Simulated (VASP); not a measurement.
Crystal: WSe2.

```
W Se
1.0
     3.27903    0.00000    0.00000
    -1.63951    2.83972    0.00000
     0.00000    0.00000   12.78861
W Se
2 4
Direct
  0.33333 0.66667 0.25000
  0.66667 0.33333 0.75000
  0.33333 0.66667 0.61829
  0.66667 0.33333 0.11829
  0.33333 0.66667 0.88171
  0.66667 0.33333 0.38171
```

* Program: VASP 6.6.1
* Task: relaxation of cell and atoms
* Functional: PBEsol
* Potentials or basis: VASP PAW PBE potentials, release 64 (W_sv, Se)
* Cutoff: 600 eV
* k mesh: 12 × 12 × 2
* Occupations: gaussian, width 0.02 eV
* Spin: no spin polarisation

At the start: pressure -0.7 GPa; volume 19.85 Å³/atom.

Where does the relaxation end?

Over 10 steps the energy falls by 3.5 meV/atom and the volume is 20.51 Å³/atom (+3.3 %); space group P6_3/mmc (No. 194, to 0.05 Å).

The path:
| step | energy change (eV) | largest force (eV/Å) | pressure (GPa) | volume (Å³) |
| --- | --- | --- | --- | --- |
| 1 | 0.0000 | 0.2295 | -0.73 | 119.08 |
| 2 | 0.0049 | 0.1715 | 2.21 | 117.54 |
| 3 | -0.0034 | 0.0746 | 0.40 | 118.47 |
| 4 | -0.0072 | 0.0691 | 0.37 | 118.85 |
| 5 | -0.0153 | 0.0532 | 0.31 | 120.00 |
| 6 | -0.0196 | 0.0234 | 0.35 | 122.27 |
| 7 | -0.0164 | 0.0822 | -1.16 | 124.65 |
| 8 | -0.0209 | 0.0441 | -0.20 | 123.11 |
| 9 | -0.0178 | 0.1747 | 0.76 | 122.89 |
| 10 | -0.0212 | 0.0043 | 0.01 | 123.06 |

Final structure:
```cif
data_structure
_symmetry_space_group_name_H-M 'P 1'
_symmetry_Int_Tables_number 1
_cell_length_a 3.2733
_cell_length_b 3.2733
_cell_length_c 13.2621
_cell_angle_alpha 90.000
_cell_angle_beta 90.000
_cell_angle_gamma 120.000
_cell_volume 123.06
loop_
_atom_site_label
_atom_site_type_symbol
_atom_site_fract_x
_atom_site_fract_y
_atom_site_fract_z
_atom_site_occupancy
W1 W 0.33333 0.66667 0.25000 1
W2 W 0.66667 0.33333 0.75000 1
Se1 Se 0.33333 0.66667 0.62358 1
Se2 Se 0.66667 0.33333 0.12358 1
Se3 Se 0.33333 0.66667 0.87642 1
Se4 Se 0.66667 0.33333 0.37642 1
```

Caveat: the PAW data sets were made with another functional, which shifts forces and pressure a little; this functional lacks dispersion, which binds the layers, so the pressure and a relaxed spacing across them are unreliable.
